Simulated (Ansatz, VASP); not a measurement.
One calculation of Al2Ga, two programs

```
Al Ga
1.0
     4.41594    0.00000    0.00000
     0.00000    4.41594    0.00000
     0.00000    0.00000    5.94888
Al Ga
4 2
Direct
  0.00000 0.50000 0.24968
  0.00000 0.50000 0.74968
  0.50000 0.00000 0.25032
  0.50000 0.00000 0.75032
  0.00000 0.00000 0.00000
  0.50000 0.50000 0.50000
```

Alike in both runs: functional PBE; k mesh 4 × 4 × 4; occupations gaussian, width 0.1 eV; no spin polarisation.

Ansatz relaxed the structure, and its values are those at the end. VASP's run is a single point on that final structure, the one shown.

|  | VASP | Ansatz |
| --- | --- | --- |
| version | VASP 6.6.1 | Ansatz 0.2.0 |
| potentials or method | VASP PAW PBE potentials, release 64 (Al, Ga_d), cutoff 520 eV | scalar-relativistic, plane waves, PAW |
| valence electrons in the cell | 38 | 38 |

```csv
,VASP,Ansatz,Ansatz less VASP
gap on the k mesh at the Fermi level (eV),none,none,-
pressure (GPa),0.0,0.0,-0.01
```

A gap of «none» marks a metal or a gap that the smearing closes. The functional is the same, so the differences come from potentials, cutoffs and numerics.
